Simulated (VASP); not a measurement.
Mo: single point with PBE

Crystal: Mo.

```xyz
4
Lattice="-1.5802 1.5802 -1.5802 -1.5802 -1.5802 1.5802 0.0000 6.2148 6.2148" Properties=species:S:1:pos:R:3 pbc="T T T"
Mo    0.0000    5.5308    5.5308
Mo   -1.5802    0.7901    0.7901
Mo    0.0000    2.3703    2.3703
Mo   -1.5802    3.9505    3.9505
```

This cell differs from its parent crystal: the distance across one plane changed.

```json
{
  "Program": "VASP 6.6.1",
  "Task": "single point",
  "Functional": "PBE",
  "Potentials or basis": "VASP PAW PBE potentials, release 64 (Mo_sv)",
  "Cutoff": "520 eV",
  "k mesh": "23 × 23 × 7",
  "Occupations": "gaussian, width 0.15 eV",
  "Spin": "no spin polarisation",
  "Dipole correction": "no",
  "Further INCAR settings": "ALGO = Fast; EDIFF = 1e-07; NBANDS = 36"
}
```

```
Pressure               : 5.8 GPa
Largest force          : 1.178 eV/Å
Band gap on the k mesh : zero (bands 28 and 29 overlap by 2.97 eV)
```

Forces on the atoms (eV/Å):
```
Mo   0.000 -0.833 -0.833
Mo   0.000  0.833  0.833
Mo   0.000  0.041  0.041
Mo   0.000 -0.041 -0.041
```

Stress tensor (GPa, compression positive):
```
3.91 0.00 0.00
0.00 6.71 1.85
0.00 1.85 6.71
```

Levels at points of the mesh, in eV from the Fermi level:
| k point | band 24 | band 25 | band 26 | band 27 | band 28 | band 29 | band 30 | band 31 | band 32 | band 33 |
| --- | --- | --- | --- | --- | --- | --- | --- | --- | --- | --- |
| (0.00, 0.00, 0.00) | -1.68 | -1.60 | -1.45 | -1.28 | -1.19 | 0.79 | 1.02 | 1.13 | 1.17 | 1.58 |

Wall time 14 min on 1 thread of AMD EPYC 9R45 96-Core Processor (Zen 5) (shared host), peak memory 0.84 GiB.

Caveat: the cell differs from its parent crystal (the distance across one plane changed); the cell stands under pressure; forces of over 1 eV/Å act on the atoms, so gaps and moduli don't describe the material at rest.
